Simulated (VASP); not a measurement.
Write the native input for VASP 6.6.1 that does the following.

- Task: relaxation of cell and atoms
- Functional: r2SCAN
- Potentials or basis: VASP PAW PBE potentials, release 64 (S)
- Cutoff: 550 eV
- k mesh: 5 × 5 × 5
- Occupations: methfessel-paxton, width 0.05 eV
- Spin: no spin polarisation
- Target pressure: 45 GPa
- Dipole correction: no
- Further INCAR settings: ALGO = Normal; EDIFF = 1e-07; IBRION = 2; EDIFFG = -0.01; NSW = 80; ISIF = 3

S:

```
S
1.0
     0.00000    2.89000    2.89000
     2.89000    0.00000    2.89000
     2.89000    2.89000    0.00000
S
2
Direct
  0.00000 0.00000 0.00000
  0.25000 0.25000 0.25000
```

This isn't the form of S at room conditions, which is orthorhombic, of S8 rings.

These files were run (other wordings do the same):

POSCAR

```
S
1.0
    0.0000000000      2.8900000000      2.8900000000
    2.8900000000      0.0000000000      2.8900000000
    2.8900000000      2.8900000000      0.0000000000
S
2
Direct
    0.0000000000      0.0000000000      0.0000000000
    0.2500000000      0.2500000000      0.2500000000
```

INCAR.step1

```
PREC = Accurate
ENCUT = 550
ISMEAR = 1
SIGMA = 0.05
LREAL = F
LASPH = T
NELM = 120
GGA = PE
ALGO = Normal
EDIFF = 1E-5
LWAVE = T
LCHARG = F
GGA_COMPAT = F
IBRION = 2
ISIF = 3
EDIFFG = -0.005
NELMIN = 4
NSW = 100
```

INCAR.step2

```
PREC = Accurate
ENCUT = 550
EDIFF = 1E-7
ISMEAR = 1
SIGMA = 0.05
LREAL = F
LASPH = T
NELM = 120
ALGO = Normal
ISIF = 3
LWAVE = F
LCHARG = F
METAGGA = R2SCAN
LMIXTAU = T
IBRION = 2
NSW = 80
EDIFFG = -0.01
PSTRESS = 450.0
ISTART = 1
GGA_COMPAT = F
NELMIN = 4
```

KPOINTS

```
regular mesh
0
Gamma
  5 5 5
```

Potentials or basis: VASP PAW PBE potentials, release 64 (S).

Command:

```bash
$ cat potpaw_PBE.64/S/POTCAR > POTCAR
$ cp INCAR.step1 INCAR
$ mpirun -np 1 vasp_std > vasp.out
$ cp INCAR.step2 INCAR
$ mpirun -np 1 vasp_std > vasp.out
```

Results of the run:

```yaml
Relaxed_volume: 15.28 Å³/atom
Relaxed_cell: a = 3.509 Å, b = 3.509 Å, c = 3.509 Å, α = 60.00°, β = 60.00°, γ = 60.00°
Space_group_after_relaxing_to_0.1_Å: Fd-3m (No. 227)
Energy_change_on_relaxing_the_run_minimises_the_enthalpy: +890.2 meV/atom
Ionic_steps: 7
Pressure_after_relaxing: 45.0 GPa
Band_gap_on_the_k_mesh: zero (bands 6 and 7 overlap by 2.22 eV)
```

Caveat: the k points lie up to 0.44 Å⁻¹ apart in the final cell, too coarse for converged energies and pressures of a metal; the cell is relaxed towards a set pressure, so the run minimises the enthalpy, not the energy; the volume moved by over 15 % at a fixed basis, so the end points are rough; the PAW data sets were made with another functional, which shifts forces and pressure a little.

It took 3.5 min on 1 thread of Intel Xeon 8259CL, with other jobs on the host, peak memory 0.18 GiB.
